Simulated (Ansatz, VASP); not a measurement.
**Two plane-wave programs on B**

File INCAR:

```
ALGO = Normal
EDIFF = 1E-6
ENCUT = 520
GGA = PS
ISIF = 2
ISMEAR = 0
LASPH = T
LCHARG = F
LREAL = F
LWAVE = F
NBANDS = 22
NELM = 80
PREC = Accurate
SIGMA = 0.1
```

Contents of KPOINTS:

```
k-points
0
Gamma
  8 8 6
```

File POSCAR:

```
B
1.0
   -1.4632504130      2.6530130184      0.0000000000
    0.0000000000      0.0000000000     -3.2478443063
   -4.3897512390     -2.6530130184      0.0000000000
B
8
Direct
    0.5158491133      0.4101710111      0.8280502956
    0.0158491133      0.4101710111      0.3280502956
    0.2658491133      0.0898289889      0.5780502956
    0.7658491133      0.0898289889      0.0780502956
    0.9841508867      0.5898289889      0.6719497044
    0.4841508867      0.5898289889      0.1719497044
    0.2341508867      0.9101710111      0.9219497044
    0.7341508867      0.9101710111      0.4219497044
```

Input for Ansatz:

```yaml
crystal:
  lattice:
    - [-1.463250413, 2.6530130184, 0.0]
    - [0.0, 0.0, -3.2478443063]
    - [-4.389751239, -2.6530130184, 0.0]
  atoms:
    - { symbol: B, position: [0.5158491133, 0.4101710111, 0.8280502956] }
    - { symbol: B, position: [0.0158491133, 0.4101710111, 0.3280502956] }
    - { symbol: B, position: [0.2658491133, 0.0898289889, 0.5780502956] }
    - { symbol: B, position: [0.7658491133, 0.0898289889, 0.0780502956] }
    - { symbol: B, position: [0.9841508867, 0.5898289889, 0.6719497044] }
    - { symbol: B, position: [0.4841508867, 0.5898289889, 0.1719497044] }
    - { symbol: B, position: [0.2341508867, 0.9101710111, 0.9219497044] }
    - { symbol: B, position: [0.7341508867, 0.9101710111, 0.4219497044] }
basis:
  ecutwfc: 420
kpoints:
  mp_grid: { grid: [8, 8, 6] }
hamiltonian:
  xc: pbesol
scf:
  occupations: { method: gaussian, width: 0.1 }
output:
  forces: true
  stress: true
  eigenvalues: true
```

Alike in both runs: task single point; functional PBEsol; k mesh 8 × 8 × 6; occupations gaussian, width 0.1 eV; no spin polarisation.

|  | VASP | Ansatz |
| --- | --- | --- |
| version | VASP 6.6.1 | Ansatz 0.2.0 |
| potentials or method | VASP PAW PBE potentials, release 64 (B), cutoff 520 eV | scalar-relativistic, plane waves, PAW |
| valence electrons in the cell | 24 | 24 |

VASP gave:

- gap on the k mesh at the Fermi level (eV): none
- pressure (GPa): 0.4
- traceless stress, the component that is largest in VASP (GPa): 0.46
- rms of the force components (eV/Å): 0.009

Problem. Estimate Ansatz's values.

Solution. gap on the k mesh at the Fermi level (eV): none; pressure (GPa): 0.1; traceless stress, the component that is largest in VASP (GPa): 0.47; rms of the force components (eV/Å): 0.008.

VASP's potentials were made for PBE, not for PBEsol. Atom by atom the forces differ by 0.002 eV/Å (rms over components). A gap of «none» marks a metal or a gap that the smearing closes. With one functional, cell and mesh, what is left measures potentials, basis and numerics.
